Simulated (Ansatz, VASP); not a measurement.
**WC: VASP beside Ansatz**

```xyz
2
Lattice="2.9065 0.0000 0.0000 -1.4532 2.5171 0.0000 0.0000 0.0000 2.8366" Properties=species:S:1:pos:R:3 pbc="T T T"
W     0.0000    0.0000    0.0000
C     1.4533    0.8390    1.4183
```

Alike in both runs: task relaxation of cell and atoms; functional PBEsol; k mesh 18 × 18 × 16; occupations fermi-dirac, width 0.1 eV; no spin polarisation.

|  | VASP | Ansatz |
| --- | --- | --- |
| version | VASP 6.6.1 | Ansatz 0.2.0 |
| potentials or method | VASP PAW PBE potentials, release 64 (W_sv, C) | PAW with Ansatz's default frozen-core files, scalar-relativistic |
| plane-wave cutoff (eV) | 600 | 420 |
| valence electrons in the cell | 18 | 18 |

```csv
,VASP,Ansatz,Ansatz less VASP
relaxed volume (Å³/atom),10.32,10.29,-0.030
relaxed length of the cell vector where the two differ most in proportion (Å),2.830,2.827,-0.0031
```

VASP's potentials were made for PBE, not for PBEsol.

Neither program's run includes spin-orbit coupling.
